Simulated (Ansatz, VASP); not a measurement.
**One calculation of HC6, two programs**

```
C H
1.0
     4.93269    0.00000    0.00000
     0.00000    8.52230    0.00000
     0.00000    0.00000   22.94161
C H
12 2
Cartesian
  0.0000 0.0000 4.0000
  2.4663 0.0000 4.0000
  1.2332 0.0000 4.7120
  3.6995 0.0000 4.7120
  1.2332 0.0000 6.1359
  3.6995 0.0000 6.1359
  0.0000 0.0000 6.8300
  2.4663 0.0000 6.8300
  0.0000 0.0000 8.3191
  2.4663 0.0000 8.3191
  1.2332 0.0000 8.9416
  3.6995 0.0000 8.9416
  0.6427 0.0000 11.9416
  1.8237 0.0000 11.9416
```

Alike in both runs: task single point; functional PBE; k mesh 6 × 3 × 1; occupations gaussian, width 0.1 eV; no spin polarisation.

```csv
,VASP,Ansatz
version,VASP 6.6.1,Ansatz 0.2.0
potentials or method,"VASP PAW PBE potentials, release 64 (C, H), cutoff 520 eV","scalar-relativistic, plane waves, PAW"
valence electrons in the cell,50,50
```

|  | VASP | Ansatz | Ansatz less VASP |
| --- | --- | --- | --- |
| gap on the k mesh at the Fermi level (eV) | 0.08 | 0.08 | -0.002 |
| least direct gap on the mesh (eV) | 0.08 | 0.08 | -0.002 |
| rms of the force components (eV/Å) | 1.322 | 1.326 | +0.0037 |

Atom by atom the forces differ by 0.015 eV/Å (rms over components). The functional is the same, so the differences come from potentials, cutoffs and numerics.
